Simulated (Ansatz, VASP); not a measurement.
# BN in VASP and in Ansatz

File POSCAR:

```
BN
1.0
    2.4913353474      0.0000000000      0.0000000000
   -1.2456676737      2.1575597002      0.0000000000
    0.0000000000      0.0000000000      3.9778530391
B N
2 2
Direct
    0.0000000000      0.0000000000      0.0000000000
    0.0000000000      0.0000000000      0.5000000000
    0.3333333333      0.6666666667      0.2500000000
    0.6666666667      0.3333333333      0.7500000000
```

Contents of INCAR.step1:

```
SYSTEM = BN
  PREC = Accurate
  ENCUT = 520
  ISMEAR = 0
  SIGMA = 0.01
  LREAL = .FALSE.
  LASPH = .TRUE.
  NELM = 80
  NBANDS = 16
  GGA = PE
  ALGO = Normal
  EDIFF = 1E-4
  LWAVE = .TRUE.
  LCHARG = .FALSE.
```

The input INCAR.step2:

```
SYSTEM = BN
  PREC = Accurate
  ENCUT = 520
  EDIFF = 1E-6
  ISMEAR = 0
  SIGMA = 0.01
  LREAL = .FALSE.
  LASPH = .TRUE.
  NELM = 80
  ALGO = Normal
  ISIF = 2
  LWAVE = .FALSE.
  LCHARG = .TRUE.
  METAGGA = R2SCAN
  LMIXTAU = .TRUE.
  LELF = .TRUE.
  LVHAR = .TRUE.
  NBANDS = 16
  ISTART = 1
```

Contents of KPOINTS:

```
Automatic mesh
0
G
  12 12 6
  0 0 0
```

Input for Ansatz:

```yaml
crystal:
  lattice:
    - [2.4913353474, 0.0, 0.0]
    - [-1.2456676737, 2.1575597002, 0.0]
    - [0.0, 0.0, 3.9778530391]
  atoms:
    - { symbol: B, position: [0.0, 0.0, 0.0] }
    - { symbol: B, position: [0.0, 0.0, 0.5] }
    - { symbol: "N", position: [0.3333333333, 0.6666666667, 0.25] }
    - { symbol: "N", position: [0.6666666667, 0.3333333333, 0.75] }
kpoints:
  mp_grid: { grid: [12, 12, 6] }
  band_path:
    path:
      - [0.0, 0.0, 0.0]
      - [0.5, 0.0, 0.0]
      - [0.3333333333, 0.3333333333, 0.0]
      - [0.0, 0.0, 0.5]
      - [0.5, 0.0, 0.5]
      - [0.3333333333, 0.3333333333, 0.5]
      - [0.25, 0.25, 0.1666666667]
      - [0.0, 0.182292, 0.0]
    npoints: 1
hamiltonian:
  xc: r2scan
scf:
  occupations: { method: fixed }
  n_extra_bands: 5
output:
  forces: true
  stress: true
  eigenvalues: true
```

Change from the starting cell: uniaxial_z strain -0.6%.

Alike in both runs: task single point; functional r2SCAN; k mesh 12 × 12 × 6; no spin polarisation.

|  | VASP | Ansatz |
| --- | --- | --- |
| version | VASP 6.6.1 | Ansatz 0.2.0 |
| potentials or method | VASP PAW PBE potentials, release 64 (B, N) | plane waves, PAW |
| plane-wave cutoff (eV) | 520 | 500 |
| occupations | gaussian, width 0.01 eV | fixed |
| valence electrons in the cell | 16 | 16 |

|  | VASP | Ansatz | Ansatz less VASP |
| --- | --- | --- | --- |
| gap on the k mesh at the Fermi level (eV) | 1.93 | 1.94 | +0.011 |
| pressure (GPa) | 2.8 | 2.5 | -0.37 |
| traceless stress, the component that is largest in VASP (GPa) | 4.37 | 4.48 | +0.109 |

VASP's potentials were made for PBE, not for r2SCAN.
